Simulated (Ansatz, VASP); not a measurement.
Two plane-wave programs on GaAsSe3

```
Ga As Se
1.0
     5.09962    0.00000    0.00000
     0.00000    5.09962    0.00000
     0.00000    0.00000    5.09962
Ga As Se
1 1 3
Direct
  0.00000 0.00000 0.00000
  0.50000 0.50000 0.50000
  0.00000 0.50000 0.50000
  0.50000 0.50000 0.00000
  0.50000 0.00000 0.50000
```

Change from the starting cell: species swapped into the TlHPd3 type (Pm-3m, No. 221).

Alike in both runs: functional PBE; k mesh 3 × 3 × 3; occupations gaussian, width 0.15 eV; no spin polarisation.

Ansatz relaxed the structure, and its values are those at the end. VASP's run is a single point on that final structure, the one shown.

|  | VASP | Ansatz |
| --- | --- | --- |
| version | VASP 6.6.1 | Ansatz 0.2.0 |
| potentials or method | VASP PAW PBE potentials, release 64 (Ga_d, As, Se), cutoff 500 eV | scalar-relativistic, plane waves, PAW |
| valence electrons in the cell | 36 | 76 |

VASP gave:

- gap on the k mesh at the Fermi level (eV): none
- pressure (GPa): 0.4

Question: What did Ansatz give for the same quantities?

Answer: gap on the k mesh at the Fermi level (eV): none; pressure (GPa): 0.3.

A gap of «none» marks a metal or a gap that the smearing closes. With one functional, cell and mesh, what is left measures potentials, basis and numerics. VASP's potentials hold 36 valence electrons a cell and Ansatz's 76, so a difference there can come from the potentials and not from the codes.

The k mesh is coarse, so the values compare programs but aren't converged.
